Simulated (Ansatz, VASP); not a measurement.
Ru: VASP beside Ansatz

```
Ru
1.0
     0.00000    1.90513    1.90513
     1.90513    0.00000    1.90513
     1.90513    1.90513    0.00000
Ru
1
Direct
  0.00000 0.00000 0.00000
```

Alike in both runs: functional PBE; k mesh 18 × 18 × 18; occupations gaussian, width 0.1 eV; no spin polarisation.

Ansatz relaxed the structure, and its values are those at the end. VASP's run is a single point on that final structure, the one shown.

|  | VASP | Ansatz |
| --- | --- | --- |
| version | VASP 6.6.1 | Ansatz 0.2.0 |
| potentials or method | VASP PAW PBE potentials, release 64 (Ru_pv), cutoff 500 eV | scalar-relativistic, plane waves, PAW |
| valence electrons in the cell | 14 | 16 |

```tsv
	VASP	Ansatz	Ansatz less VASP
gap on the k mesh at the Fermi level (eV)	none	none	-
pressure (GPa)	-0.1	0.0	+0.07
```

A gap of «none» marks a metal or a gap that the smearing closes. VASP's potentials hold 14 valence electrons a cell and Ansatz's 16, so a difference there can come from the potentials and not from the codes.
